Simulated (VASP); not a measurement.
# HC18N in VASP: notebook

The runs below take HC18N through single point, with PBE.

Program: VASP 6.6.1. These are calculated values, not measurements. Logs are shortened: lines on timing, memory, paths and dates and some standing lists are left out, and cuts for length are marked.

## 1. The cell of the first run

The cell holds a slab with vacuum, 20 atoms: a = 7.398 Å, b = 7.398 Å, c = 12.000 Å, α = 90.00°, β = 90.00°, γ = 120.00°.

## 2. Single point, PBE

INCAR reads:

```
SYSTEM = HC18N
ALGO     = Normal         ! electronic algorithm
EDIFF    = 1E-6           ! SCF threshold, eV
ENCUT    = 520            ! plane-wave cutoff, eV
GGA      = PE             ! functional
ISIF     = 2              ! what is computed and relaxed
ISMEAR   = 0              ! smearing method
LASPH    = .TRUE.         ! aspherical terms in the spheres
LCHARG   = .FALSE.        ! write CHGCAR
LREAL    = Auto         
LWAVE    = .FALSE.        ! write WAVECAR
NBANDS   = 55             ! bands
NELM     = 80             ! most SCF steps
PREC     = Accurate       ! precision mode
SIGMA    = 0.05           ! smearing width, eV
```

KPOINTS reads:

```
k-points
0
G
  2 2 1
  0 0 0
```

POSCAR reads:

```
HC18N
1.0
    7.3980000000      0.0000000000      0.0000000000
   -3.6990000000      6.4068560000      0.0000000000
    0.0000000000      0.0000000000     12.0000000000
C N H
18 1 1
Direct
   -0.0172422225     -0.0150016291      0.1117989064
    0.2195484773      0.1034119094      0.1118638689
   -0.0121175638      0.3201803349      0.0831637541
    0.2144481415      0.4334626306      0.0831689629
   -0.0122862581      0.6555014637      0.0834883093
    0.2146195050      0.7689652750      0.0835114340
    0.3260059457     -0.0141584091      0.0864660015
    0.5461977751      0.0991087421      0.0781066044
    0.3253405567      0.3269996623      0.0864816987
    0.5461193377      0.4343529389      0.0781334015
    0.3252088864      0.6565727342      0.0788406362
    0.5450098343      0.7663554964      0.0784435177
    0.6562013988     -0.0106050136      0.0781103474
    0.8769957886      0.1028247374      0.0864180564
    0.6573262392      0.3225135612      0.0784892310
    0.8771268097      0.4325307034      0.0788563640
    0.6561202626      0.6540754272      0.0780275364
    0.8763173605      0.7609895654      0.0863687489
    0.1010732861      0.0370882754      0.2189082173
    0.1009620393      0.1650484943      0.2521871032
```

Potentials or basis: VASP PAW PBE potentials, release 64 (C, N, H).

Command:

```sh
$ cat potpaw_PBE.64/C/POTCAR potpaw_PBE.64/N/POTCAR potpaw_PBE.64/H/POTCAR > POTCAR
$ mpirun -np 1 vasp_std > vasp.out
```

OUTCAR:

```text
SYSTEM = HC18N
   EDIFF = 1E-6
   ENCUT = 520
   GGA = PE
   ISIF = 2
   ISMEAR = 0
   LASPH = .TRUE.
   LREAL = Auto
   NELM = 80
   PREC = Accurate

 ion  position               nearest neighbor table
   1  0.983  0.985  0.112-  14 1.47  18 1.47  19 1.49   2 1.52
   2  0.220  0.103  0.112-   9 1.47   7 1.47  19 1.49   1 1.52
   3  0.988  0.320  0.083-  14 1.39  16 1.43   4 1.45
   4  0.214  0.433  0.083-   9 1.39  11 1.43   3 1.45
   5  0.988  0.656  0.083-  18 1.39  16 1.43   6 1.45
   6  0.215  0.769  0.084-   7 1.39  11 1.43   5 1.45
   7  0.326  0.986  0.086-   6 1.39   8 1.41   2 1.47
   8  0.546  0.099  0.078-  13 1.41   7 1.41  15 1.43
[... 9 lines left out ...]
  18  0.876  0.761  0.086-   5 1.39  17 1.41   1 1.47
  19  0.101  0.037  0.219-  20 1.03   2 1.49   1 1.49
  20  0.101  0.165  0.252-  19 1.03

  LATTYP: Found a hexagonal cell.
 ALAT       =     7.3980000000
 C/A-ratio  =     1.6220600162

  Lattice vectors:

 A1 = (   7.3980000000,   0.0000000000,   0.0000000000)
 A2 = (  -3.6990000000,   6.4068560000,   0.0000000000)
 A3 = (   0.0000000000,   0.0000000000,  12.0000000000)

Analysis of symmetry for initial positions (statically):
=====================================================================
 Subroutine PRICEL returns:
 Original cell was already a primitive cell.

 Routine SETGRP: Setting up the symmetry group for a
 hexagonal supercell.

 Subroutine GETGRP returns: Found  1 space group operations
 (whereof  1 operations were pure point group operations)
 out of a pool of 24 trial point group operations.

The static configuration has the point symmetry C_1 .

Analysis of symmetry for dynamics (positions and initial velocities):
=====================================================================
 Subroutine PRICEL returns:
 Original cell was already a primitive cell.

 Routine SETGRP: Setting up the symmetry group for a
 hexagonal supercell.

 Subroutine GETGRP returns: Found  1 space group operations
 (whereof  1 operations were pure point group operations)
 out of a pool of 24 trial point group operations.

The dynamic configuration has the point symmetry C_1 .

 Subroutine INISYM returns: Found  1 space group operations
 (whereof  1 operations are pure point group operations),
 and found     1 'primitive' translations

----------------------------------------------------------------------------------------

[... 112 lines left out ...]
   NFREE  =      0    steps in history (QN), initial steepest desc. (CG)
   ISIF   =      2    stress and relaxation
   ISYM   =      2    0-nonsym 1-usesym 2-fastsym
   POTIM  = 0.5000    time-step for ionic-motion
   TEBEG  =    0.0;   TEEND  =   0.0 temperature during run
   PSTRESS=    0.0 pullay stress
   NELECT =      78.0000    total number of electrons
   NUPDOWN=      -1.0000    fix difference up-down
   EMIN   =  10.00;   EMAX   =-10.00  energy-range for DOS
   EFERMI =   0.00;   METHOD = LEGACY
   ISMEAR =     0;   SIGMA  =   0.05  broadening in eV -4-tet -1-fermi 0-gaus
   EFERMI_NEDOS =   21; number of points for ismear=-14 and -15
   IALGO  =     38    algorithm
   IMIX   =      4    mixing-type and parameters
     AMIX     =   0.40;   BMIX     =  1.00
     AMIX_MAG =   1.60;   BMIX_MAG =  1.00
  volume/ion in A,a.u.               =      28.44       191.91
  Fermi-wavevector in a.u.,A,eV,Ry     =   0.844228  1.595359  9.697146  0.712720
  Thomas-Fermi vector in A             =   1.959222
   LORBIT       =      0    0 simple, 1 ext, 2 COOP (PROOUT), +10 PAW based schemes
   GGA     = PE    functional components
   LHFCALC =     F    Hartree Fock is set to
   AEXX    =    0.0000 exact exchange contribution
   IVDW    =     0    specifies the selected vdW correction
   LEPSILON=     F    determine dielectric tensor
   LRPA    =     F    only Hartree local field effects (RPA)
 non-spin polarized calculation
 Gauss-broadening in eV      SIGMA  =   0.05
  energy-cutoff  :      520.00
  volume of cell :      568.78
 maximum number of plane-waves:     15363
 NGX is ok and might be reduce to    56
   NGX = 27   NGY = 27   NGZ = 45

 number of electron      78.0000000 magnetization

 Free energy of the ion-electron system (eV)
  ---------------------------------------------------
  ext. energy  EPLUGINS =         0.00000000
  ---------------------------------------------------
  free energy    TOTEN  =      -175.14831462 eV

  energy without entropy =     -175.14827534  energy(sigma->0) =     -175.14829498

 E-fermi :  -1.6018     XC(G=0):  -3.8278

 val. band max:       -1.7230541086   @ k =   0.0000   0.0000   0.0000
 cond. band min:      -1.4804932299   @ k =   0.0000   0.0000   0.0000
 fundamental gap:      0.2425608787
 Fermi energy:        -1.6017736692

 k-point     1 :       0.0000    0.0000    0.0000
  band No.  band energies     occupation
      1     -22.6612      2.00000
      2     -20.6342      2.00000
      3     -18.7141      2.00000
      4     -18.6833      2.00000
      5     -18.6381      2.00000
      6     -18.5612      2.00000
[... 205 lines left out ...]
     50       4.0705      0.00000
     51       4.2302      0.00000
 [bands above 51 left out]

------------------------ aborting loop because EDIFF is reached ----------------------------------------

  FORCE on cell =-STRESS in cart. coord.  units (eV):
  Direction    XX          YY          ZZ          XY          YZ          ZX
  --------------------------------------------------------------------------------------
  -------------------------------------------------------------------------------------
  Total        5.7901613      4.3004894      0.0288388      1.3143987      0.0286295     -0.0277316
  in kB       16.3102533     12.1140101      0.0812358      3.7025178      0.0806461     -0.0781168
  external PRESSURE =       9.5018331 kB  Pullay stress =       0.0000000 kB

 VOLUME and BASIS-vectors are now :
 -----------------------------------------------------------------------------
  energy-cutoff  :      520.00
  volume of cell :      568.78
      direct lattice vectors                 reciprocal lattice vectors
     7.398000000  0.000000000  0.000000000     0.135171668  0.078041398  0.000000000
    -3.699000000  6.406856000  0.000000000     0.000000000  0.156082796  0.000000000
     0.000000000  0.000000000 12.000000000     0.000000000  0.000000000  0.083333333

 POSITION                                       TOTAL-FORCE (eV/Angst)
 -----------------------------------------------------------------------------------
      3.62693      6.31074      1.34159        -0.032530     -0.022723     -0.030539
      1.24170      0.66255      1.34237         0.040532      0.014960     -0.036071
      6.12401      2.05135      0.99797         0.007806      0.008680     -0.000757
     -0.01689      2.77713      0.99803        -0.005371     -0.007367     -0.001315
      4.88241      4.19970      1.00186         0.005859      0.005163     -0.000265
     -1.25665      4.92665      1.00214        -0.006911     -0.012314     -0.005185
[... 12 lines left out ...]
      0.61055      0.23762      2.62690        -0.006164      0.008081      0.080240
      0.13640      1.05744      3.02625        -0.001978      0.007241      0.026175
 -----------------------------------------------------------------------------------
    total drift:                               -0.015101      0.000732     -0.001717

  FREE ENERGIE OF THE ION-ELECTRON SYSTEM (eV)
  ---------------------------------------------------
  free  energy   TOTEN  =      -175.1483146228 eV

  energy  without entropy=     -175.1482753438  energy(sigma->0) =     -175.14829498
```

OSZICAR:

```text
N       E                     dE             d eps       ncg     rms          rms(c)
DAV:   1     0.652126974853E+03    0.65213E+03   -0.31783E+04   448   0.113E+03
DAV:   2    -0.861311934602E+02   -0.73826E+03   -0.70649E+03   649   0.277E+02
DAV:   3    -0.184304727165E+03   -0.98174E+02   -0.97531E+02   552   0.106E+02
[... 14 lines left out ...]
DAV:  18    -0.175148244321E+03   -0.12888E-03   -0.10947E-05   488   0.949E-03    0.187E-03
DAV:  19    -0.175148300125E+03   -0.55804E-04   -0.44171E-06   406   0.524E-03    0.894E-04
DAV:  20    -0.175148311033E+03   -0.10908E-04   -0.82849E-07   400   0.236E-03    0.263E-04
DAV:  21    -0.175148314039E+03   -0.30060E-05   -0.27024E-07   370   0.126E-03    0.189E-04
DAV:  22    -0.175148314623E+03   -0.58378E-06   -0.41989E-08   352   0.615E-04
   1 F= -.17514831E+03 E0= -.17514829E+03  d E =-.392789E-04
```

stdout:

```text
POSCAR found type information on POSCAR C N H
 POSCAR found :  3 types and      20 ions
 scaLAPACK will be used
 LDA part: xc-table for (Slater+PW92), standard interpolation
 POSCAR, INCAR and KPOINTS ok, starting setup
 FFT: planning ... GRIDC
 FFT: planning ... GRID_SOFT
 FFT: planning ... GRID
 WAVECAR not read
 entering main loop
```

Wall time 2.4 min (1 thread of Intel Xeon 6975P-C (Granite Rapids), shared host); peak memory 0.59 GiB.

What came out:

```yaml
Free_energy: -175.1483 eV
Largest_force: 0.081 eV/Å
Band_gap_on_the_k_mesh: 0.24 eV, direct
```

Forces in eV/Å, atoms in the order of the input:
```
C   -0.033 -0.023 -0.031
C    0.041  0.015 -0.036
C    0.008  0.009 -0.001
C   -0.005 -0.007 -0.001
C    0.006  0.005  0.000
C   -0.007 -0.012 -0.005
C   -0.003  0.006 -0.008
C    0.003  0.008 -0.001
C    0.000 -0.005 -0.008
C    0.008 -0.011 -0.002
C   -0.004 -0.002 -0.007
C    0.007  0.007  0.003
C    0.004 -0.005  0.001
C    0.003 -0.004 -0.008
C   -0.011 -0.003  0.005
C    0.003  0.006 -0.003
C   -0.002  0.005 -0.002
C   -0.009 -0.003 -0.001
N   -0.006  0.008  0.080
H   -0.002  0.007  0.026
```

Levels at points of the mesh, in eV from the valence-band top:
```csv
k point,band 37,band 38,band 39,band 40,band 41,band 42
"(0.00, 0.00, 0.00)",-2.68,-0.84,0.00,0.24,1.32,3.27
"(0.50, 0.00, 0.00)",-2.40,-2.12,-0.86,0.74,2.14,2.60
"(0.00, 0.50, 0.00)",-2.32,-2.12,-1.41,1.51,2.11,2.60
"(0.50, 0.50, 0.00)",-2.32,-2.12,-1.41,1.51,2.11,2.60
```

Caveat: the k points lie up to 0.49 Å⁻¹ apart.

## 3. Single point, PBE

INCAR reads:

```
SYSTEM = HC18N
PREC = Accurate
ENCUT = 520
EDIFF = 1E-6
ISMEAR = 0
SIGMA = 0.05
LREAL = Auto
LASPH = .True.
NELM = 80
ALGO = Normal
ISIF = 2
LWAVE = .False.
LCHARG = .True.
GGA = PE
LELF = .True.
LVHAR = .True.
NBANDS = 55
```

KPOINTS reads:

```
Automatic mesh
0
Gamma
  2 2 1
  0 0 0
```

POSCAR reads:

```
HC18N
1.0
    7.3980000000      0.0000000000      0.0000000000
   -3.6990000000      6.4068560000      0.0000000000
    0.0000000000      0.0000000000     12.0000000000
C N H
18 1 1
Direct
   -0.0172422095     -0.0150015858      0.1117989167
    0.2195484631      0.1034118763      0.1118638333
   -0.0121176148      0.3201802881      0.0831637500
    0.2144481575      0.4334626843      0.0831690000
   -0.0122863431      0.6555013879      0.0834883333
    0.2146195831      0.7689653084      0.0835114167
    0.3260059449     -0.0141584265      0.0864660000
    0.5461977539      0.0991086736      0.0781065833
    0.3253406186      0.3269997016      0.0864816667
    0.5461193127      0.4343529806      0.0781334167
    0.3252089167      0.6565727402      0.0788406667
    0.5450098408      0.7663554480      0.0784435000
    0.6562013972     -0.0106050456      0.0781103333
    0.8769957473      0.1028246928      0.0864180833
    0.6573262632      0.3225135698      0.0784892500
    0.8771268060      0.4325307140      0.0788563333
    0.6561202976      0.6540754155      0.0780275000
    0.8763173364      0.7609896336      0.0863687500
    0.1010733161      0.0370882380      0.2189082500
    0.1009620732      0.1650485043      0.2521870833
```

Potentials or basis: VASP PAW PBE potentials, release 64 (C, N, H).

Command:

```sh
$ cat potpaw_PBE.64/C/POTCAR potpaw_PBE.64/N/POTCAR potpaw_PBE.64/H/POTCAR > POTCAR
$ mpirun -np 1 vasp_std > vasp.out
```

It took 2.6 min on 1 thread of Intel Xeon 6975P-C (Granite Rapids), shared host; peak memory 0.59 GiB.

Results (log left out):

```
Free energy            : -175.1483 eV
Largest force          : 0.081 eV/Å
Band gap on the k mesh : 0.24 eV, direct
```

Forces in eV/Å, atoms in the order of the input:
```
C   -0.033 -0.023 -0.031
C    0.041  0.015 -0.036
C    0.008  0.009 -0.001
C   -0.005 -0.007 -0.001
C    0.006  0.005  0.000
C   -0.007 -0.012 -0.005
C   -0.003  0.006 -0.008
C    0.003  0.008 -0.001
C    0.000 -0.005 -0.008
C    0.008 -0.011 -0.002
C   -0.004 -0.002 -0.007
C    0.007  0.007  0.003
C    0.004 -0.005  0.001
C    0.003 -0.004 -0.008
C   -0.011 -0.003  0.005
C    0.003  0.006 -0.003
C   -0.002  0.005 -0.002
C   -0.008 -0.003 -0.001
N   -0.006  0.008  0.080
H   -0.002  0.007  0.026
```

Levels at points of the mesh, in eV from the valence-band top:
```csv
k point,band 35,band 36,band 37,band 38,band 39,band 40,band 41,band 42,band 43,band 44
"(0.00, 0.00, 0.00)",-3.07,-3.01,-2.68,-0.84,0.00,0.24,1.32,3.27,3.44,4.44
"(0.50, 0.00, 0.00)",-2.63,-2.55,-2.40,-2.12,-0.86,0.74,2.14,2.60,2.91,3.71
"(0.00, 0.50, 0.00)",-2.69,-2.51,-2.32,-2.12,-1.41,1.51,2.11,2.60,2.62,3.87
"(0.50, 0.50, 0.00)",-2.69,-2.51,-2.32,-2.12,-1.41,1.51,2.11,2.60,2.62,3.87
```

Caveat: the k points lie up to 0.49 Å⁻¹ apart.

[end of part 1 of 2]
